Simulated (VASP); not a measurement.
Wanted: the native input for a VASP 6.6.1 run.

```yaml
Task: single point
Functional: PBE
Potentials_or_basis: VASP PAW PBE potentials, release 64 (Sn_d)
Cutoff: 520 eV
k_mesh: 16 × 16 × 16
Occupations: gaussian, width 0.1 eV
Spin: no spin polarisation
Dipole_correction: no
Further_INCAR_settings: ALGO = Fast; EDIFF = 1e-06; NBANDS = 21
```

The structure of Sn lies in POSCAR:

```
Sn
1.0
   -2.6798607513      2.6798607513      1.5005122109
    2.6798607513     -2.6798607513      1.5005122109
    2.6798607513      2.6798607513     -1.5005122109
Sn
2
Direct
    0.2500000000      0.7500000000      0.5000000000
    0.5000000000      0.5000000000      0.0000000000
```

This cell differs from its parent crystal: Ge replaced by Sn, lengths x 1.095, strained.

These files were run (other wordings do the same):

INCAR

```
PREC = Accurate ; ENCUT = 520
EDIFF = 1E-6 ; ISMEAR = 0
SIGMA = 0.1 ; LREAL = F
LASPH = T ; NELM = 80
ALGO = Fast ; ISIF = 2
LWAVE = F ; LCHARG = F
GGA = PE ; NBANDS = 21
```

KPOINTS

```
Automatic mesh
0
Gamma
  16 16 16
```

Potentials or basis: VASP PAW PBE potentials, release 64 (Sn_d).

Run with:

```sh
$ cat potpaw_PBE.64/Sn_d/POTCAR > POTCAR
$ mpirun -np 1 vasp_std > vasp.out
```

Results of the run:

```yaml
Pressure: 25.8 GPa
Band_gap_on_the_k_mesh: zero (band 14 reaches 13.44 eV, above the bottom of band 15 at 7.49 eV)
```

Caveat: the cell differs from its parent crystal (Ge replaced by Sn, lengths x 1.095, strained); spin-orbit coupling is left out, which moves the levels of the heavy elements.

It took 4.6 min on 1 thread of Intel(R) Xeon(R) Platinum 8375C CPU @ 2.90GHz (Ice Lake), on a shared host, peak memory 0.35 GiB.
